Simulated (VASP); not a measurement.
Input of a VASP 6.6.1 run:

The input INCAR:

```
SYSTEM = ScSi3
ALGO     = Normal         ! electronic algorithm
EDIFF    = 1E-6           ! SCF threshold, eV
ENCUT    = 520            ! plane-wave cutoff, eV
GGA      = PE             ! functional
ISIF     = 2              ! what is computed and relaxed
ISMEAR   = 0              ! smearing method
LASPH    = .True.         ! aspherical terms in the spheres
LCHARG   = .True.         ! write CHGCAR
LELF     = .True.         ! ELF
LREAL    = .False.        ! projectors in reciprocal space
LVHAR    = .True.       
LWAVE    = .False.        ! write WAVECAR
NBANDS   = 20             ! bands
NELM     = 60             ! most SCF steps
PREC     = Accurate       ! precision mode
SIGMA    = 0.05           ! smearing width, eV
```

The input KPOINTS:

```
k-points
0
Gamma
  8 8 8
  0 0 0
```

Contents of POSCAR:

```
ScSi3
1.0
    4.0542606181      0.0000000000      0.0000000000
    0.0000000000      4.0542606181      0.0000000000
    0.0000000000      0.0000000000      4.0542606181
Sc Si
1 3
Direct
    0.0000000000      0.0000000000      0.0000000000
    0.0000000000      0.5000000000      0.5000000000
    0.5000000000      0.5000000000      0.0000000000
    0.5000000000      0.0000000000      0.5000000000
```

Potentials or basis: VASP PAW PBE potentials, release 64 (Sc_sv, Si).

The run is started by

```bash
$ cat potpaw_PBE.64/Sc_sv/POTCAR potpaw_PBE.64/Si/POTCAR > POTCAR
$ mpirun -np 1 vasp_std > vasp.out
```

(1) Predict the pressure.

Results:

(1) -5.5 GPa.
